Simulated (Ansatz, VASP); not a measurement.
MgCd2O3: VASP beside Ansatz

```
Mg Cd O
1.0
     5.83031    0.00000    0.00000
    -2.91515    5.04919    0.00000
     0.00000    0.00000    3.09349
Mg Cd O
1 2 3
Direct
  0.00000 0.00000 0.00000
  0.66667 0.33333 0.00000
  0.33333 0.66667 0.00000
  0.50000 0.00000 0.50000
  0.50000 0.50000 0.50000
  0.00000 0.50000 0.50000
```

Change from the starting cell: species swapped into the PrAl3Ni2 type (P6/mmm, No. 191).

Alike in both runs: functional PBE; k mesh 3 × 3 × 6; occupations gaussian, width 0.1 eV; no spin polarisation.

Ansatz relaxed the structure, and its values are those at the end. VASP's run is a single point on that final structure, the one shown.

|  | VASP | Ansatz |
| --- | --- | --- |
| version | VASP 6.6.1 | Ansatz 0.2.0 |
| potentials or method | VASP PAW PBE potentials, release 64 (Mg_sv, Cd_sv_GW, O), cutoff 840 eV | scalar-relativistic, plane waves, PAW |
| valence electrons in the cell | 68 | 68 |

VASP gave:

- gap on the k mesh at the Fermi level (eV): none
- pressure (GPa): -0.2

**Question.** What did Ansatz give for the same quantities?

**Answer.** gap on the k mesh at the Fermi level (eV): none; pressure (GPa): 0.0.

A gap of «none» marks a metal or a gap that the smearing closes. With one functional, cell and mesh, what is left measures potentials, basis and numerics.

The k mesh is coarse, so the values compare programs but aren't converged.
